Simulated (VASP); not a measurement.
# Re (R-3m) in VASP: notebook, part 2 of 3

VASP 6.6.1. Earlier steps stand in the parts before.

## 3. Single point, PBEsol (14.52 Å³/atom)

This run uses another cell than the first one, of 14.52 Å³/atom.

INCAR

```
PREC = Accurate ; ENCUT = 520
EDIFF = 1E-6 ; ISMEAR = -1
SIGMA = 0.05 ; LREAL = F
LASPH = T ; NELM = 80
ALGO = Normal ; ISIF = 2
LWAVE = F ; LCHARG = F
GGA = PS ; NBANDS = 18
```

KPOINTS

```
Automatic mesh
0
Gamma
  15 15 15
```

POSCAR

```
Re
1.0
    1.3746347977      0.7936457705      6.6536496326
   -1.3746347977      0.7936457705      6.6536496326
    0.0000000000     -1.5872915410      6.6536496326
Re
3
Direct
    0.0000000000      0.0000000000      0.0000000000
    0.2221738800      0.2221738800      0.2221738800
    0.7778261200      0.7778261200      0.7778261200
```

Potentials or basis: VASP PAW PBE potentials, release 64 (Re).

Launch:

```bash
$ cat potpaw_PBE.64/Re/POTCAR > POTCAR
$ mpirun -np 1 vasp_std > vasp.out
```

OUTCAR:

```text
PREC = Accurate
   ENCUT = 520
   EDIFF = 1E-6
   ISMEAR = -1
   LREAL = F
   LASPH = T
   NELM = 80
   ISIF = 2
   GGA = PS

 ion  position               nearest neighbor table
   1  0.000  0.000  0.000-   3 2.73   3 2.73   2 2.73   2 2.73   3 2.73   2 2.73
   2  0.222  0.222  0.222-   3 2.73   3 2.73   3 2.73   1 2.73   1 2.73   1 2.73
   3  0.778  0.778  0.778-   2 2.73   2 2.73   2 2.73   1 2.73   1 2.73   1 2.73

  LATTYP: Found a trigonal (rhomboedric) cell.
 ALAT       =     6.8403616768
 COS(alpha) =     0.9192306603

  Lattice vectors:

 A1 = (   1.3746347977,   0.7936457705,   6.6536496326)
 A2 = (  -1.3746347977,   0.7936457705,   6.6536496326)
 A3 = (   0.0000000000,  -1.5872915410,   6.6536496326)

Analysis of symmetry for initial positions (statically):
=====================================================================
 Subroutine PRICEL returns:
 Original cell was already a primitive cell.

 Routine SETGRP: Setting up the symmetry group for a
 trigonal (rhombohedral) supercell.

 Subroutine GETGRP returns: Found 12 space group operations
 (whereof 12 operations were pure point group operations)
 out of a pool of 12 trial point group operations.

The static configuration has the point symmetry D_3d.

Analysis of symmetry for dynamics (positions and initial velocities):
=====================================================================
 Subroutine PRICEL returns:
 Original cell was already a primitive cell.

 Routine SETGRP: Setting up the symmetry group for a
 trigonal (rhombohedral) supercell.

 Subroutine GETGRP returns: Found 12 space group operations
 (whereof 12 operations were pure point group operations)
 out of a pool of 12 trial point group operations.

The dynamic configuration has the point symmetry D_3d.

 Subroutine INISYM returns: Found 12 space group operations
 (whereof 12 operations are pure point group operations),
[... 108 lines left out ...]
   PSTRESS=    0.0 pullay stress
   NELECT =      21.0000    total number of electrons
   NUPDOWN=      -1.0000    fix difference up-down
   EMIN   =  10.00;   EMAX   =-10.00  energy-range for DOS
   EFERMI =   0.00;   METHOD = LEGACY
   ISMEAR =    -1;   SIGMA  =   0.05  broadening in eV -4-tet -1-fermi 0-gaus
   EFERMI_NEDOS =   21; number of points for ismear=-14 and -15
   IALGO  =     38    algorithm
   IMIX   =      4    mixing-type and parameters
     AMIX     =   0.40;   BMIX     =  1.00
     AMIX_MAG =   1.60;   BMIX_MAG =  1.00
  volume/ion in A,a.u.               =      14.52        97.97
  Fermi-wavevector in a.u.,A,eV,Ry     =   1.283728  2.425893 22.421808  1.647956
  Thomas-Fermi vector in A             =   2.415963
   LORBIT       =      0    0 simple, 1 ext, 2 COOP (PROOUT), +10 PAW based schemes
   GGA     = PS    functional components
   LHFCALC =     F    Hartree Fock is set to
   AEXX    =    0.0000 exact exchange contribution
   IVDW    =     0    specifies the selected vdW correction
   LEPSILON=     F    determine dielectric tensor
   LRPA    =     F    only Hartree local field effects (RPA)
 non-spin polarized calculation
  energy-cutoff  :      520.00
  volume of cell :       43.55
 maximum number of plane-waves:      1184
 NGX is ok and might be reduce to    54
   NGX = 25   NGY = 25   NGZ = 25

 number of electron      21.0000001 magnetization

 Free energy of the ion-electron system (eV)
  ---------------------------------------------------
  ext. energy  EPLUGINS =         0.00000000
  ---------------------------------------------------
  free energy    TOTEN  =       -40.08198756 eV

  energy without entropy =      -40.06184999  energy(sigma->0) =      -40.07191877

 E-fermi :   7.9732     XC(G=0): -13.8929

 val. band max:        7.9726858355   @ k =   0.1333   0.0667  -0.0000
 cond. band min:       7.9753668281   @ k =  -0.3333   0.3333   0.3333
 fundamental gap:      0.0026809926
 Fermi energy:         7.9732137654

 k-point     1 :       0.0000    0.0000    0.0000
  band No.  band energies     occupation
      1      -2.1073      2.00000
      2       0.9808      2.00000
      3       1.0440      2.00000
      4       5.9626      2.00000
      5       5.9626      2.00000
      6       6.1316      2.00000
[... 481 lines left out ...]
      5       4.6032      2.00000
      6       5.1695      2.00000
[... 10 lines left out ...]
     17      11.8807      0.00000
     18      12.8886      0.00000

 [... further k-points ...]
[... 5 lines left out ...]
  --------------------------------------------------------------------------------------
  -------------------------------------------------------------------------------------
  Total        0.4176026      0.4176026      0.1346212      0.0000000      0.0000000      0.0000000
  in kB       15.3620274     15.3620274      4.9522069      0.0000000      0.0000000      0.0000000
  external PRESSURE =      11.8920872 kB  Pullay stress =       0.0000000 kB

 VOLUME and BASIS-vectors are now :
 -----------------------------------------------------------------------------
  energy-cutoff  :      520.00
  volume of cell :       43.55
      direct lattice vectors                 reciprocal lattice vectors
     1.374634798  0.793645770  6.653649633     0.363732972  0.210001329  0.050097819
    -1.374634798  0.793645770  6.653649633    -0.363732972  0.210001329  0.050097819
     0.000000000 -1.587291541  6.653649633     0.000000000 -0.420002658  0.050097819

 POSITION                                       TOTAL-FORCE (eV/Angst)
 -----------------------------------------------------------------------------------
      0.00000      0.00000      0.00000         0.000000     -0.000000      0.000000
      0.00000      0.00000      4.43480         0.000000      0.000000     -0.035154
      0.00000      0.00000     15.52615         0.000000     -0.000000      0.035154
 -----------------------------------------------------------------------------------
    total drift:                                0.000000     -0.000000     -0.000000

  FREE ENERGIE OF THE ION-ELECTRON SYSTEM (eV)
  ---------------------------------------------------
  free  energy   TOTEN  =       -40.0819875551 eV

  energy  without entropy=      -40.0618499899  energy(sigma->0) =      -40.07191877
```

OSZICAR:

```text
N       E                     dE             d eps       ncg     rms          rms(c)
DAV:   1     0.696102268876E+02    0.69610E+02   -0.97244E+03 23832   0.140E+03
DAV:   2    -0.344633710064E+02   -0.10407E+03   -0.95054E+02 23100   0.408E+02
DAV:   3    -0.418324069753E+02   -0.73690E+01   -0.63687E+01 20030   0.214E+02
DAV:   4    -0.423117935883E+02   -0.47939E+00   -0.45191E+00 21130   0.356E+01
DAV:   5    -0.423304359187E+02   -0.18642E-01   -0.18395E-01 20652   0.602E+00    0.558E+01
DAV:   6    -0.406689561507E+02    0.16615E+01   -0.15959E+00 20800   0.299E+01    0.232E+01
DAV:   7    -0.402242778191E+02    0.44468E+00   -0.18935E+00 24506   0.306E+01    0.282E+00
DAV:   8    -0.400951946283E+02    0.12908E+00   -0.56271E-01 23780   0.155E+01    0.499E-01
DAV:   9    -0.400832172741E+02    0.11977E-01   -0.22467E-02 19468   0.117E+00    0.204E-01
DAV:  10    -0.400820518035E+02    0.11655E-02   -0.15833E-03 22496   0.861E-01    0.108E-01
DAV:  11    -0.400820022664E+02    0.49537E-04   -0.10991E-04 21254   0.115E-01    0.543E-02
DAV:  12    -0.400819875659E+02    0.14701E-04   -0.42530E-05 19458   0.951E-02    0.103E-02
DAV:  13    -0.400819875551E+02    0.10745E-07   -0.89440E-07  8764   0.255E-02
   1 F= -.40081988E+02 E0= -.40071919E+02  d E =-.201376E-01
```

stdout:

```text
POSCAR found type information on POSCAR Re
 POSCAR found :  1 types and       3 ions
 scaLAPACK will be used
 -----------------------------------------------------------------------------
|                                                                             |
|                                                                             |
|     You enforced a specific xc type in the INCAR file but a different       |
|     I HOPE YOU KNOW WHAT YOU ARE DOING!                                     |
|                                                                             |
 -----------------------------------------------------------------------------

 LDA part: xc-table for (Slater+PW92), standard interpolation
 POSCAR, INCAR and KPOINTS ok, starting setup
 FFT: planning ... GRIDC
 FFT: planning ... GRID_SOFT
 FFT: planning ... GRID
 WAVECAR not read
 entering main loop
```

It took 24 min on 1 thread of Intel Xeon Platinum 8488C (Sapphire Rapids), shared host; peak memory 0.53 GiB.

What came out:

```yaml
Free_energy: -40.0820 eV
Pressure: 1.2 GPa
Largest_force: 0.035 eV/Å
Band_gap_on_the_k_mesh: zero (an odd number of electrons rules out a gap without spin polarisation)
```

Forces on the atoms (eV/Å):
```
Re   0.000  0.000  0.000
Re   0.000  0.000 -0.035
Re   0.000  0.000  0.035
```

Stress tensor (GPa, compression positive):
```
1.54 0.00 0.00
0.00 1.54 0.00
0.00 0.00 0.50
```

Caveat: the PAW data sets were made with another functional, which shifts forces and pressure a little; spin-orbit coupling is left out, which moves the levels of the heavy elements.

## 4. Single point, PBEsol (14.96 Å³/atom)

This run uses another cell than the first one, of 14.96 Å³/atom.

INCAR

```
SYSTEM = Re
ALGO = Normal ; EDIFF = 1E-6
ENCUT = 520 ; GGA = PS
ISIF = 2 ; ISMEAR = -1
LASPH = .True. ; LCHARG = .True.
LELF = .True. ; LREAL = .False.
LVHAR = .True. ; LWAVE = .False.
NBANDS = 18 ; NELM = 100
PREC = Accurate ; SIGMA = 0.05
```

KPOINTS

```
k-points
0
Gamma
  15 15 15
  0 0 0
```

POSCAR

```
Re
1.0
    1.3885209375      0.8016629370      6.7208627639
   -1.3885209375      0.8016629370      6.7208627639
    0.0000000000     -1.6033258741      6.7208627639
Re
3
Direct
    0.0000000000      0.0000000000      0.0000000000
    0.2221738800      0.2221738800      0.2221738800
    0.7778261200      0.7778261200      0.7778261200
```

Potentials or basis: VASP PAW PBE potentials, release 64 (Re).

Launch:

```bash
$ cat potpaw_PBE.64/Re/POTCAR > POTCAR
$ mpirun -np 1 vasp_std > vasp.out
```

OUTCAR:

```text
SYSTEM = Re
   EDIFF = 1E-6
   ENCUT = 520
   GGA = PS
   ISIF = 2
   ISMEAR = -1
   LASPH = .True.
   LREAL = .False.
   NELM = 100
   PREC = Accurate

 ion  position               nearest neighbor table
   1  0.000  0.000  0.000-   3 2.76   3 2.76   2 2.76   2 2.76   3 2.76   2 2.76
   2  0.222  0.222  0.222-   3 2.75   3 2.75   3 2.75   1 2.76   1 2.76   1 2.76
   3  0.778  0.778  0.778-   2 2.75   2 2.75   2 2.75   1 2.76   1 2.76   1 2.76

  LATTYP: Found a trigonal (rhomboedric) cell.
 ALAT       =     6.9094609160
 COS(alpha) =     0.9192306603

  Lattice vectors:

 A1 = (   1.3885209375,   0.8016629370,   6.7208627639)
 A2 = (  -1.3885209375,   0.8016629370,   6.7208627639)
 A3 = (   0.0000000000,  -1.6033258741,   6.7208627639)

Analysis of symmetry for initial positions (statically):
=====================================================================
 Subroutine PRICEL returns:
 Original cell was already a primitive cell.

 Routine SETGRP: Setting up the symmetry group for a
 trigonal (rhombohedral) supercell.

 Subroutine GETGRP returns: Found 12 space group operations
 (whereof 12 operations were pure point group operations)
[... 160 lines left out ...]
  ext. energy  EPLUGINS =         0.00000000
  ---------------------------------------------------
  free energy    TOTEN  =       -40.04403880 eV

  energy without entropy =      -40.02321420  energy(sigma->0) =      -40.03362650

 E-fermi :   7.6012     XC(G=0): -13.7281

 val. band max:        7.5989638756   @ k =  -0.3333  -0.3333   0.2000
 cond. band min:       7.6028925682   @ k =  -0.1333  -0.1333   0.0667
 fundamental gap:      0.0039286926
 Fermi energy:         7.6012010516

 k-point     1 :       0.0000    0.0000    0.0000
  band No.  band energies     occupation
      1      -2.2700      2.00000
      2       0.7897      2.00000
      3       0.8512      2.00000
      4       5.6818      2.00000
      5       5.6818      2.00000
      6       5.7880      2.00000
[... 481 lines left out ...]
      5       4.3586      2.00000
      6       4.9137      2.00000
[... 10 lines left out ...]
     17      11.3312      0.00000
     18      12.2987      0.00000

 [... further k-points ...]
[... 5 lines left out ...]
  --------------------------------------------------------------------------------------
  -------------------------------------------------------------------------------------
  Total       -2.7747071     -2.7747071     -3.0662535      0.0000000      0.0000000      0.0000000
  in kB      -99.0392211    -99.0392211   -109.4455522      0.0000000      0.0000000      0.0000000
  external PRESSURE =    -102.5079981 kB  Pullay stress =       0.0000000 kB

 VOLUME and BASIS-vectors are now :
 -----------------------------------------------------------------------------
  energy-cutoff  :      520.00
  volume of cell :       44.89
      direct lattice vectors                 reciprocal lattice vectors
     1.388520938  0.801662937  6.720862764     0.360095398  0.207901175  0.049596807
    -1.388520938  0.801662937  6.720862764    -0.360095398  0.207901175  0.049596807
     0.000000000 -1.603325874  6.720862764     0.000000000 -0.415802350  0.049596807

 POSITION                                       TOTAL-FORCE (eV/Angst)
 -----------------------------------------------------------------------------------
      0.00000      0.00000      0.00000         0.000000      0.000000      0.000000
      0.00000     -0.00000      4.47960         0.000000      0.000000     -0.022832
      0.00000     -0.00000     15.68299         0.000000     -0.000000      0.022832
 -----------------------------------------------------------------------------------
    total drift:                                0.000000      0.000000     -0.000000

  FREE ENERGIE OF THE ION-ELECTRON SYSTEM (eV)
  ---------------------------------------------------
  free  energy   TOTEN  =       -40.0440387998 eV

  energy  without entropy=      -40.0232142029  energy(sigma->0) =      -40.03362650
```

stdout:

```text
POSCAR found type information on POSCAR Re
 POSCAR found :  1 types and       3 ions
 scaLAPACK will be used
 -----------------------------------------------------------------------------
|                                                                             |
|                                                                             |
|     You enforced a specific xc type in the INCAR file but a different       |
|     I HOPE YOU KNOW WHAT YOU ARE DOING!                                     |
|                                                                             |
 -----------------------------------------------------------------------------

 LDA part: xc-table for (Slater+PW92), standard interpolation
 POSCAR, INCAR and KPOINTS ok, starting setup
 FFT: planning ... GRIDC
 FFT: planning ... GRID_SOFT
 FFT: planning ... GRID
 WAVECAR not read
 entering main loop
```

It took 21 min on 1 thread of Intel Xeon Platinum 8488C (Sapphire Rapids), shared host; peak memory 0.54 GiB.

What came out:

| Item | Value |
| --- | --- |
| Free energy | -40.0440 eV |
| Pressure | -10.3 GPa |
| Largest force | 0.023 eV/Å |
| Band gap on the k mesh | zero (an odd number of electrons rules out a gap without spin polarisation) |

Forces on the atoms (eV/Å):
```
Re   0.000  0.000  0.000
Re   0.000  0.000 -0.023
Re   0.000  0.000  0.023
```

Levels at points of the mesh, in eV from the Fermi level:
| k point | band 7 | band 8 | band 9 | band 10 | band 11 | band 12 | band 13 | band 14 |
| --- | --- | --- | --- | --- | --- | --- | --- | --- |
| (0.00, 0.00, 0.00) | -1.77 | -1.59 | -1.52 | -1.52 | -1.13 | -1.13 | 0.54 | 0.54 |

Caveat: the cell stands under tension; the PAW data sets were made with another functional, which shifts forces and pressure a little; spin-orbit coupling is left out, which moves the levels of the heavy elements.

(Continued in part 3 of 3.)
